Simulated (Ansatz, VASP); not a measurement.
## One calculation of Ta4O, two programs

```xyz
5
Lattice="3.2575 0.0000 0.0000 0.0000 3.2575 0.0000 0.0000 0.0000 7.4093" Properties=species:S:1:pos:R:3 pbc="T T T"
Ta    0.0000    0.0000    3.7047
Ta    1.6287    1.6287    5.8027
Ta    1.6287    1.6287    1.6067
Ta    0.0000    0.0000    0.0000
O     1.6287    1.6287    3.7047
```

Alike in both runs: task single point; functional PBE; k mesh 12 × 12 × 6; occupations gaussian, width 0.3 eV; no spin polarisation.

|  | VASP | Ansatz |
| --- | --- | --- |
| version | VASP 6.6.1 | Ansatz 0.2.0 |
| potentials or method | VASP PAW PBE potentials, release 64 (Ta_pv, O), cutoff 520 eV | scalar-relativistic, plane waves, PAW |
| valence electrons in the cell | 50 | 58 |

```tsv
	VASP	Ansatz	Ansatz less VASP
gap on the k mesh at the Fermi level (eV)	none	none	-
pressure (GPa)	-0.4	-0.6	-0.24
traceless stress, the component that is largest in VASP (GPa)	-0.08	-0.20	-0.124
rms of the force components (eV/Å)	0.009	0.021	+0.0125
```

Atom by atom the forces differ by 0.012 eV/Å (rms over components). A gap of «none» marks a metal or a gap that the smearing closes. With one functional, cell and mesh, what is left measures potentials, basis and numerics. VASP's potentials hold 50 valence electrons a cell and Ansatz's 58, so a difference there can come from the potentials and not from the codes.

Neither program's run includes spin-orbit coupling.
